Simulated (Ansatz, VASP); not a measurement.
**Mg2Sn in VASP and in Ansatz**

```
Mg Sn
1.0
     0.00000    3.34571    3.37950
     3.34571    0.00000    3.37950
     3.34571    3.34571    0.00000
Mg Sn
2 1
Cartesian
  1.6729 1.6729 1.6898
  5.0186 5.0186 5.0693
  0.0000 0.0000 0.0000
```

Change from the starting cell: equal xx and yy strain of -1 %.

Alike in both runs: task single point; functional LDA; k mesh 11 × 11 × 11; occupations fermi-dirac, width 0.08 eV; no spin polarisation.

```csv
,VASP,Ansatz
version,VASP 6.6.1,Ansatz 0.2.0
potentials or method,"VASP PAW LDA potentials, release 64 (Mg, Sn_d), cutoff 600 eV","all-electron LAPW, scalar-relativistic"
```

|  | VASP | Ansatz | Ansatz less VASP |
| --- | --- | --- | --- |
| pressure (GPa) | -1.3 | -1.0 | +0.29 |
| traceless stress, the component that is largest in VASP (GPa) | -0.33 | -0.33 | 0.000 |

LDA's correlation is that of Perdew and Zunger in VASP and of Perdew and Wang (1992) in Ansatz. Ansatz ran all-electron here, and VASP with PAW potentials.
